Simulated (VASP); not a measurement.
Runs of VASP 6.6.1 on GaP. The structure is that of space group F-43m (No. 216), or close to it. The cells are those of the table. 

```tsv
task	level	spin	cell	k mesh	grid for exact exchange (PRECFOCK)	share of exact exchange	screening parameter	gap on the mesh (eV)	pressure (GPa)
dielectric tensor	r2SCAN	off	a = 3.893, b = 3.893, c = 3.854 Å, angles 60.3, 60.3, 59.3°, 2 atoms	6 × 6 × 6	-	-	-	1.86	-
dielectric tensor	r2SCAN	off	a = 3.797, b = 3.797, c = 3.854 Å, angles 59.5, 59.5, 61.0°, 2 atoms	6 × 6 × 6	-	-	-	1.58	-
single point	HSE06	off	a = 3.816, b = 3.816, c = 3.854 Å, angles 59.7, 59.7, 60.7°, 2 atoms	6 × 6 × 6	Normal	0.25	0.2079 1/Å	2.08	2.4
single point	HSE06	off	a = 3.932, b = 3.932, c = 3.854 Å, angles 60.7, 60.7, 58.7°, 2 atoms	6 × 6 × 6	Normal	0.25	0.2079 1/Å	2.20	-2.7
single point	HSE06	off	a = 3.893, b = 3.893, c = 3.854 Å, angles 60.3, 60.3, 59.3°, 2 atoms	6 × 6 × 6	Normal	0.25	0.2079 1/Å	(b)	-1.2
single point	r2SCAN	non-collinear, zero start, SOC	a = 3.854 Å, angles 60.0°, 2 atoms	8 × 8 × 8	-	-	-	-	(a)
single point	HSE06	off	a = 3.913, b = 3.913, c = 3.854 Å, angles 60.5, 60.5, 59.0°, 2 atoms	6 × 6 × 6	Normal	0.25	0.2079 1/Å	2.23	-2.0
single point	HSE06	off	a = 3.874, b = 3.874, c = 3.854 Å, angles 60.2, 60.2, 59.7°, 2 atoms	6 × 6 × 6	Normal	0.25	0.2079 1/Å	2.27	-0.3
```

Alike in all rows: potentials or basis VASP PAW PBE potentials, release 64 (Ga_d, P); cutoff (eV) 520; smearing gaussian 0.01 eV.

Task: Estimate the missing entries.

Result: (a) -0.1; (b) 2.25.

Caveats: the PAW data sets were made with another functional, which shifts forces and pressure a little.

A k mesh can miss the band edges, and rows without SOC leave out spin-orbit coupling on Ga.
